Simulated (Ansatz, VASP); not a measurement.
**One calculation of P, two programs**

Contents of INCAR:

```
ALGO = Normal
EDIFF = 1E-8
ENCUT = 400
GGA = PS
GGA_COMPAT = False
ISIF = 2
ISMEAR = -1
LASPH = True
LCHARG = False
LEFG = True
LREAL = False
LWAVE = False
NBANDS = 8
NELM = 120
PREC = Accurate
SIGMA = 0.08
```

The input KPOINTS:

```
k-points
0
Gamma
  10 10 9
```

The input POSCAR:

```
P
1.0
    4.2729048574      0.0427290486      0.0427290486
    0.0427290486      4.2729048574      0.0427290486
    0.0437800000      0.0437800000      4.3780000000
P
1
Direct
    0.0000000000      0.0000000000      0.0000000000
```

Input for Ansatz:

```yaml
crystal:
  lattice:
    - [4.2729048574, 0.0427290486, 0.0427290486]
    - [0.0427290486, 4.2729048574, 0.0427290486]
    - [0.04378, 0.04378, 4.378]
  atoms:
    - { symbol: P, position: [0.0, 0.0, 0.0] }
kpoints:
  mp_grid: { grid: [10, 10, 9] }
scf:
  occupations: { method: fermi_dirac, width: 0.08 }
hamiltonian:
  xc: pbesol
  pseudopotentials: { kind: all_electron, datasets: crystal }
output:
  forces: true
  stress: true
  eigenvalues: true
  efg: { contact_densities: true }
```

Change from the starting cell: equal xy, yz and zx shear strains of +2 %, crystal datasets.

Alike in both runs: task electric field gradients; functional PBEsol; k mesh 10 × 10 × 9; occupations fermi-dirac, width 0.08 eV; no spin polarisation.

|  | VASP | Ansatz |
| --- | --- | --- |
| version | VASP 6.6.1 | Ansatz 0.2.0 |
| potentials or method | VASP PAW PBE potentials, release 64 (P), cutoff 400 eV | all-electron PAW with datasets made for the crystal, scalar-relativistic |

|  | VASP | Ansatz | Ansatz less VASP |
| --- | --- | --- | --- |
| pressure (GPa) | -3.8 | -3.8 | 0.00 |
| traceless stress, the component that is largest in VASP (GPa) | 0.31 | 0.31 | -0.001 |
| size of Vzz on the site where it differs most (V/Å²) | 1.1 | 1.1 | -0.03 |

VASP's potentials were made for PBE, not for PBEsol. Ansatz ran all-electron here, and VASP with PAW potentials.
